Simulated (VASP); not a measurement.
# PtSe2 in VASP: a series of runs

PtSe2 is run at these levels: PBE+D3(BJ); tasks: single point.

All numbers are computed with VASP 6.6.1; they aren't measurements. Logs are shortened: lines on timing, memory, paths and dates and some standing lists are left out, and cuts for length are marked.

### Step 1. The cell of the first run

The cell holds a slab with vacuum, 6 atoms: a = 3.707 Å, b = 3.707 Å, c = 22.798 Å, α = 90.00°, β = 90.00°, γ = 120.00°.

### Step 2. Single point, PBE+D3(BJ) (layers slid over each other)

Contents of INCAR:

```
ALGO = Normal
DIPOL = 0.5 0.5 0.386
EDIFF = 1E-6
ENCUT = 520
GGA = PE
IDIPOL = 3
ISIF = 2
ISMEAR = 0
IVDW = 12
LASPH = True
LCHARG = True
LDIPOL = True
LELF = True
LREAL = False
LVACPOTAV = True
LVHAR = True
LWAVE = False
NBANDS = 31
NELM = 60
PREC = Accurate
SIGMA = 0.05
```

Contents of KPOINTS:

```
k-points
0
Gamma
  9 9 1
```

Contents of POSCAR:

```
PtSe2
1.0
    3.7070358307      0.0000000000      0.0000000000
   -1.8535179153      3.2103872021      0.0000000000
    0.0000000000      0.0000000000     22.7981611688
Se Pt
4 2
Direct
    0.6666666667      0.3333333333      0.1973843402
    0.3333333333      0.6666666667      0.3135814565
    0.3333333333      1.0000000000      0.4587686045
    0.0000000000      1.3333333333      0.5749657208
    0.0000000000      0.0000000000      0.2554828983
   -0.3333333333      0.6666666667      0.5168671626
```

Potentials or basis: VASP PAW PBE potentials, release 64 (Se, Pt).

The run is started by

```sh
cat potpaw_PBE.64/Se/POTCAR potpaw_PBE.64/Pt/POTCAR > POTCAR
mpirun -np 1 vasp_std > vasp.out
```

OUTCAR:

```text
EDIFF = 1E-6
   ENCUT = 520
   GGA = PE
   ISIF = 2
   ISMEAR = 0
   IVDW = 12
   LASPH = True
   LREAL = False
   NELM = 60
   PREC = Accurate
 IVDW          = 12

 ion  position               nearest neighbor table
   1  0.667  0.333  0.197-   5 2.52   5 2.52   5 2.52
   2  0.333  0.667  0.314-   5 2.52   5 2.52   5 2.52
   3  0.333  0.000  0.459-   6 2.52   6 2.52   6 2.52
   4  0.000  0.333  0.575-   6 2.52   6 2.52   6 2.52
   5  0.000  0.000  0.255-   1 2.52   1 2.52   1 2.52   2 2.52   2 2.52   2 2.52
   6  0.667  0.667  0.517-   3 2.52   3 2.52   3 2.52   4 2.52   4 2.52   4 2.52

  LATTYP: Found a hexagonal cell.
 ALAT       =     3.7070358307
 C/A-ratio  =     6.1499705452

  Lattice vectors:

 A1 = (   3.7070358307,   0.0000000000,   0.0000000000)
 A2 = (  -1.8535179153,   3.2103872021,   0.0000000000)
 A3 = (   0.0000000000,   0.0000000000,  22.7981611688)

Analysis of symmetry for initial positions (statically):
=====================================================================
 Subroutine PRICEL returns:
 Original cell was already a primitive cell.

 Routine SETGRP: Setting up the symmetry group for a
 hexagonal supercell.

 Subroutine GETGRP returns: Found  2 space group operations
 (whereof  1 operations were pure point group operations)
 out of a pool of 24 trial point group operations.

The static configuration has the point symmetry C_1 .
 The point group associated with its full space group is S_2 .

Analysis of symmetry for dynamics (positions and initial velocities):
=====================================================================
 Subroutine PRICEL returns:
 Original cell was already a primitive cell.

 Routine SETGRP: Setting up the symmetry group for a
 hexagonal supercell.

 Subroutine GETGRP returns: Found  2 space group operations
 (whereof  1 operations were pure point group operations)
 out of a pool of 24 trial point group operations.

The dynamic configuration has the point symmetry C_1 .
 The point group associated with its full space group is S_2 .

 Subroutine INISYM returns: Found  2 space group operations
 (whereof  1 operations are pure point group operations),
 and found     1 'primitive' translations

----------------------------------------------------------------------------------------

                                     Primitive cell

  volume of cell :     271.3214

  direct lattice vectors                    reciprocal lattice vectors
     3.707035831  0.000000000  0.000000000     0.269757306  0.155744453  0.000000000
    -1.853517915  3.210387202  0.000000000     0.000000000  0.311488907  0.000000000
[... 103 lines left out ...]
   PSTRESS=    0.0 pullay stress
   NELECT =      44.0000    total number of electrons
   NUPDOWN=      -1.0000    fix difference up-down
   EMIN   =  10.00;   EMAX   =-10.00  energy-range for DOS
   EFERMI =   0.00;   METHOD = LEGACY
   ISMEAR =     0;   SIGMA  =   0.05  broadening in eV -4-tet -1-fermi 0-gaus
   EFERMI_NEDOS =   21; number of points for ismear=-14 and -15
   IALGO  =     38    algorithm
   IMIX   =      4    mixing-type and parameters
     AMIX     =   0.40;   BMIX     =  1.00
     AMIX_MAG =   1.60;   BMIX_MAG =  1.00
  volume/ion in A,a.u.               =      45.22       305.16
  Fermi-wavevector in a.u.,A,eV,Ry     =   0.892752  1.687058 10.843938  0.797007
  Thomas-Fermi vector in A             =   2.014742
   LORBIT       =      0    0 simple, 1 ext, 2 COOP (PROOUT), +10 PAW based schemes
   GGA     = PE    functional components
   LHFCALC =     F    Hartree Fock is set to
   AEXX    =    0.0000 exact exchange contribution
   IVDW    =    12    specifies the selected vdW correction
   LEPSILON=     F    determine dielectric tensor
   LRPA    =     F    only Hartree local field effects (RPA)
 non-spin polarized calculation
 Gauss-broadening in eV      SIGMA  =   0.05
  energy-cutoff  :      520.00
  volume of cell :      271.32
 maximum number of plane-waves:      7334
   NGX = 13   NGY = 13   NGZ = 85

 dipolmoment           0.000000      0.000000      0.000082 electrons x Angstroem

 number of electron      44.0000001 magnetization

 dipolmoment           0.000000      0.000000     -0.000004 electrons x Angstroem

 Free energy of the ion-electron system (eV)
  ---------------------------------------------------
  ext. energy  EPLUGINS =         0.00000000
  ---------------------------------------------------
  free energy    TOTEN  =       -28.54311148 eV

  energy without entropy =      -28.54311148  energy(sigma->0) =      -28.54311148

 E-fermi :  -0.0849     XC(G=0):  -5.4828

 val. band max:       -0.2972431141   @ k =  -0.2222   0.1111   0.0000
 cond. band min:       0.4972915702   @ k =   0.2222  -0.0000   0.0000
 fundamental gap:      0.7945346842
 Fermi energy:        -0.0849194182

 k-point     1 :       0.0000    0.0000    0.0000
  band No.  band energies     occupation
      1     -14.7798      2.00000
      2     -14.6993      2.00000
      3     -13.0546      2.00000
      4     -12.8985      2.00000
      5      -6.0683      2.00000
      6      -5.7791      2.00000
[... 805 lines left out ...]
     30       6.4173      0.00000
     31       6.7640      0.00000

 [... further k-points ...]

------------------------ aborting loop because EDIFF is reached ----------------------------------------

 Edisp (eV)   -2.09962

 E8    (eV) :    -0.9305

  FORCE on cell =-STRESS in cart. coord.  units (eV):
  Direction    XX          YY          ZZ          XY          YZ          ZX
  --------------------------------------------------------------------------------------
  -------------------------------------------------------------------------------------
  Total      -0.14857     0.05186    -0.41787    -0.03107     0.25390    -0.14750
  in kB      -0.87733     0.30626    -2.46756    -0.18348     1.49928    -0.87098
  external pressure =       -1.01 kB  Pullay stress =        0.00 kB

 VOLUME and BASIS-vectors are now :
 -----------------------------------------------------------------------------
  energy-cutoff  :      520.00
  volume of cell :      271.32
      direct lattice vectors                 reciprocal lattice vectors
     3.707035831  0.000000000  0.000000000     0.269757306  0.155744453  0.000000000
    -1.853517915  3.210387202  0.000000000     0.000000000  0.311488907  0.000000000
     0.000000000  0.000000000 22.798161169     0.000000000  0.000000000  0.043863187

 POSITION                                       TOTAL-FORCE (eV/Angst)
 -----------------------------------------------------------------------------------
      1.85352      1.07013      4.50000         0.013130     -0.032308     -0.010985
     -0.00000      2.14026      7.14908         0.018133     -0.059183      0.007897
      1.23568      0.00000     10.45908        -0.018133      0.059183     -0.007897
     -0.61784      1.07013     13.10816        -0.013130      0.032308      0.010985
      0.00000      0.00000      5.82454        -0.004082      0.037186      0.073637
      1.23568      2.14026     11.78362         0.004082     -0.037186     -0.073637
 -----------------------------------------------------------------------------------
    total drift:                                0.000003      0.000005     -0.000121

  FREE ENERGIE OF THE ION-ELECTRON SYSTEM (eV)
  ---------------------------------------------------
  free  energy   TOTEN  =       -30.6427313769 eV

  energy  without entropy=      -30.6427313769  energy(sigma->0) =      -30.64273138

 vacuum level on the upper side and lower side of the slab         4.983         4.983
```

OSZICAR:

```text
N       E                     dE             d eps       ncg     rms          rms(c)
DAV:   1     0.299120244588E+03    0.29912E+03   -0.17226E+04  2542   0.115E+03
DAV:   2    -0.290340335114E+01   -0.30202E+03   -0.28582E+03  3379   0.214E+02
DAV:   3    -0.295839973719E+02   -0.26681E+02   -0.26095E+02  3046   0.679E+01
[... 15 lines left out ...]
DAV:  19    -0.285431016763E+02   -0.10309E-04   -0.91678E-07  2306   0.318E-03    0.351E-03
DAV:  20    -0.285431053770E+02   -0.37007E-05   -0.42874E-07  2084   0.260E-03    0.124E-03
DAV:  21    -0.285431091397E+02   -0.37626E-05   -0.86965E-08  1915   0.141E-03    0.443E-04
DAV:  22    -0.285431106382E+02   -0.14985E-05   -0.36454E-08  2048   0.753E-04    0.223E-04
DAV:  23    -0.285431114813E+02   -0.84307E-06   -0.24790E-08  1894   0.579E-04
   1 F= -.30642731E+02 E0= -.30642731E+02  d E =-.106152E-10
```

stdout:

```text
POSCAR found type information on POSCAR SePt
 POSCAR found :  2 types and       6 ions
 scaLAPACK will be used
 LDA part: xc-table for (Slater+PW92), standard interpolation
 POSCAR, INCAR and KPOINTS ok, starting setup
 FFT: planning ... GRIDC
 FFT: planning ... GRID_SOFT
 FFT: planning ... GRID
 WAVECAR not read
 entering main loop
 -----------------------------------------------------------------------------
|                                                                             |
|           W    W    AA    RRRRR   N    N  II  N    N   GGGG   !!!           |
|           W    W   A  A   R    R  NN   N  II  NN   N  G    G  !!!           |
|           W    W  A    A  R    R  N N  N  II  N N  N  G       !!!           |
|           W WW W  AAAAAA  RRRRR   N  N N  II  N  N N  G  GGG   !            |
|           WW  WW  A    A  R   R   N   NN  II  N   NN  G    G                |
|           W    W  A    A  R    R  N    N  II  N    N   GGGG   !!!           |
|                                                                             |
|     Did not find any points to average over, which means that no vacuum     |
|     field-free region was found. Please increase the size of  your cell     |
|     in the dimension of the dipole correction to obtain accurate            |
|     workfunction values.                                                    |
|                                                                             |
 -----------------------------------------------------------------------------
```

It took 7.4 min on 1 thread of AMD EPYC 9R45 (Zen 5), shared host; peak memory 0.54 GiB.

What came out:

| Property | Result |
| --- | --- |
| Free energy | -30.6427 eV |
| Largest force | 0.083 eV/Å |
| Band gap on the k mesh | 0.79 eV (least direct gap 1.00 eV) |
| Dispersion energy per atom | -0.350 eV |

Forces on the atoms (eV/Å):
```
Se   0.013 -0.032 -0.011
Se   0.018 -0.059  0.008
Se  -0.018  0.059 -0.008
Se  -0.013  0.032  0.011
Pt  -0.004  0.037  0.074
Pt   0.004 -0.037 -0.074
```

Caveat: the cell differs from its parent crystal (layers slid over each other); spin-orbit coupling is left out, which moves the levels of the heavy elements.

### Step 3. Single point, PBE+D3(BJ) (layers slid over each other)

Contents of INCAR:

```
SYSTEM = PtSe2
ALGO = Normal
DIPOL = 0.5 0.5 0.386
EDIFF = 1E-6
ENCUT = 520
GGA = PE
IDIPOL = 3
ISIF = 2
ISMEAR = 0
IVDW = 12
LASPH = .True.
LCHARG = .False.
LDIPOL = .True.
LREAL = .False.
LWAVE = .False.
NBANDS = 31
NELM = 100
PREC = Accurate
SIGMA = 0.05
```

Contents of KPOINTS:

```
k-points
0
Gamma
  9 9 1
  0 0 0
```

Contents of POSCAR:

```
PtSe2
1.0
    3.7070358307      0.0000000000      0.0000000000
   -1.8535179153      3.2103872021      0.0000000000
    0.0000000000      0.0000000000     22.7981611688
Se Pt
4 2
Direct
    0.6666666667      0.3333333333      0.1973843402
    0.3333333333      0.6666666667      0.3135814565
    0.3333333333      0.8333333333      0.4587686045
    0.0000000000      1.1666666667      0.5749657208
    0.0000000000      0.0000000000      0.2554828983
   -0.3333333333      0.5000000000      0.5168671626
```

Potentials or basis: VASP PAW PBE potentials, release 64 (Se, Pt).

The run is started by

```sh
cat potpaw_PBE.64/Se/POTCAR potpaw_PBE.64/Pt/POTCAR > POTCAR
mpirun -np 1 vasp_std > vasp.out
```

Wall time 7.4 min (1 thread of AMD EPYC 9R45 (Zen 5), shared host); peak memory 0.53 GiB.

The run converged. Its results:

- Free energy: -30.5981 eV
- Largest force: 0.112 eV/Å
- Band gap on the k mesh: 0.69 eV (least direct gap 0.91 eV)
- Dispersion energy per atom: -0.350 eV

Forces on the atoms (eV/Å):
```
Se   0.018 -0.035 -0.009
Se   0.031 -0.065 -0.085
Se  -0.031  0.065  0.085
Se  -0.018  0.035  0.009
Pt  -0.015  0.039  0.031
Pt   0.015 -0.039 -0.031
```

Levels at points of the mesh, in eV from the valence-band top:
| k point | band 20 | band 21 | band 22 | band 23 | band 24 | band 25 |
| --- | --- | --- | --- | --- | --- | --- |
| (0.00, 0.00, 0.00) | -0.47 | -0.46 | -0.41 | 2.38 | 2.41 | 2.50 |

Caveat: the cell differs from its parent crystal (layers slid over each other); spin-orbit coupling is left out, which moves the levels of the heavy elements.

### Step 4. Single point, PBE+D3(BJ) (layers slid over each other)

Contents of INCAR:

```
SYSTEM = PtSe2
PREC = Accurate
ENCUT = 520
EDIFF = 1E-7
ISMEAR = 0
SIGMA = 0.05
LREAL = .False.
LASPH = .True.
NELM = 80
ALGO = Normal
ISIF = 2
LWAVE = .False.
LCHARG = .False.
LDIPOL = .True.
IDIPOL = 3
DIPOL = 0.5 0.5 0.386
GGA = PE
IVDW = 12
NBANDS = 31
```

Contents of KPOINTS:

```
regular mesh
0
Gamma
  9 9 1
  0 0 0
```

Contents of POSCAR:

```
PtSe2
1.0
    3.7070358307      0.0000000000      0.0000000000
   -1.8535179153      3.2103872021      0.0000000000
    0.0000000000      0.0000000000     22.7981611688
Se Pt
4 2
Direct
    0.6666666667      0.3333333333      0.1973843402
    0.3333333333      0.6666666667      0.3135814565
    0.5000000000      1.3333333333      0.4587686045
    0.1666666667      1.6666666667      0.5749657208
    0.0000000000      0.0000000000      0.2554828983
   -0.1666666667      1.0000000000      0.5168671626
```

The run is started by

```sh
cat potpaw_PBE.64/Se/POTCAR potpaw_PBE.64/Pt/POTCAR > POTCAR
mpirun -np 1 vasp_std > vasp.out
```

Wall time 7.7 min (1 thread of AMD EPYC 9R45 (Zen 5), shared host); peak memory 0.53 GiB.

It converged, with:

```
Free energy                : -30.6638 eV
Largest force              : 0.107 eV/Å
Band gap on the k mesh     : 0.86 eV (least direct gap 1.06 eV)
Dispersion energy per atom : -0.350 eV
```

Forces on the atoms (eV/Å):
```
Se  -0.019  0.009 -0.014
Se  -0.036  0.014  0.047
Se   0.036 -0.014 -0.047
Se   0.019 -0.009  0.014
Pt   0.027 -0.008  0.103
Pt  -0.027  0.008 -0.103
```

Levels at points of the mesh, in eV from the valence-band top:
```csv
k point,band 20,band 21,band 22,band 23,band 24,band 25
"(0.00, 0.00, 0.00)",-0.35,-0.34,-0.29,2.54,2.61,2.61
```

Caveat: the cell differs from its parent crystal (layers slid over each other); spin-orbit coupling is left out, which moves the levels of the heavy elements.

### Step 5. The runs side by side

| cell | gap on the mesh (eV) | largest force (eV/Å) |
| --- | --- | --- |
| as given, atomic positions A | 0.79 | 0.08 |
| as given, atomic positions B | 0.69 | 0.11 |
| as given, atomic positions C | 0.86 | 0.11 |

Alike in all rows: task single point; level PBE+D3(BJ); potentials or basis VASP PAW PBE potentials, release 64 (Se, Pt); no spin polarisation; k mesh 9 × 9 × 1; cutoff (eV) 520; smearing gaussian 0.05 eV.

Caveats: spin-orbit coupling is left out, which moves the levels of the heavy elements.

Absolute energies hang on the potentials; compare differences alone.
